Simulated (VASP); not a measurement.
A run of VASP 6.6.1 is set up as follows.

INCAR

```
SYSTEM = Ir
  ALGO = Fast
  EDIFF = 1E-7
  ENCUT = 520
  GGA = CA
  ISIF = 2
  ISMEAR = 0
  LASPH = .True.
  LCHARG = .False.
  LREAL = .False.
  LWAVE = .False.
  NBANDS = 10
  NELM = 100
  PREC = Accurate
  SIGMA = 0.15
```

The input KPOINTS:

```
k-points
0
Gamma
  22 22 22
  0 0 0
```

POSCAR

```
Ir
1.0
    0.0000000000      1.7935462743      2.0930685021
    1.7935462743      0.0000000000      2.0930685021
    1.7935462743      1.7935462743      0.0000000000
Ir
1
Direct
    0.0000000000      0.0000000000      0.0000000000
```

Potentials or basis: VASP PAW LDA potentials, release 64 (Ir).

Launch:

```sh
$ cat potpaw_LDA.64/Ir/POTCAR > POTCAR
$ mpirun -np 1 vasp_std > vasp.out
```

Task: What does it give for the pressure?

Result: 21.8 GPa.

Task: Predict the band gap on the k mesh.

Result: Zero (an odd number of electrons rules out a gap without spin polarisation).

Stress tensor (GPa, compression positive):
```
 43.06   0.00   0.00
  0.00  43.06   0.00
  0.00   0.00 -20.73
```

Caveat: the stress differs along the axes, from -21 to 43 GPa; spin-orbit coupling is left out, which moves the levels of the heavy elements.
